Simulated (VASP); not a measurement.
Write the native input for VASP 6.6.1 that does the following.

```yaml
Task: single point
Functional: PBE
Potentials_or_basis: VASP PAW PBE potentials, release 64 (Al, P)
Cutoff: 520 eV
k_mesh: 4 × 4 × 4
Occupations: gaussian, width 0.1 eV
Spin: no spin polarisation
Dipole_correction: no
Further_INCAR_settings: ALGO = Normal; EDIFF = 1e-06; NBANDS = 23
```

The structure of AlP5 lies in POSCAR:

```
AlP5
1.0
    0.0000000000      3.5669105349      3.5669105349
    3.5669105349      0.0000000000      3.5669105349
    3.5669105349      3.5669105349      0.0000000000
Al P
1 5
Direct
    0.0000000000      0.0000000000      0.0000000000
    0.2500000000      0.2500000000      0.2500000000
    0.1250330193      0.6249889936      0.6249889936
    0.6249889936      0.6249889936      0.6249889936
    0.6249889936      0.6249889936      0.1250330193
    0.6249889936      0.1250330193      0.6249889936
```

These files were run (other wordings do the same):

INCAR

```
SYSTEM = AlP5
ALGO = Normal
EDIFF = 1E-6
ENCUT = 520
GGA = PE
ISIF = 2
ISMEAR = 0
LASPH = .TRUE.
LCHARG = .FALSE.
LREAL = .FALSE.
LWAVE = .FALSE.
NBANDS = 23
NELM = 100
PREC = Accurate
SIGMA = 0.1
```

KPOINTS

```
k-points
0
G
  4 4 4
  0 0 0
```

Potentials or basis: VASP PAW PBE potentials, release 64 (Al, P).

Run with:

```sh
$ cat potpaw_PBE.64/Al/POTCAR potpaw_PBE.64/P/POTCAR > POTCAR
$ mpirun -np 1 vasp_std > vasp.out
```

It gave:

| Property | Result |
| --- | --- |
| Pressure | -0.1 GPa |
| Band gap on the k mesh | zero (band 14 reaches 9.09 eV, above the bottom of band 15 at 6.81 eV) |

Caveat: the k points lie up to 0.38 Å⁻¹ apart.

It took 12 s on 1 thread of Intel(R) Xeon(R) 6975P-C (Granite Rapids), on a shared host, peak memory 0.23 GiB.
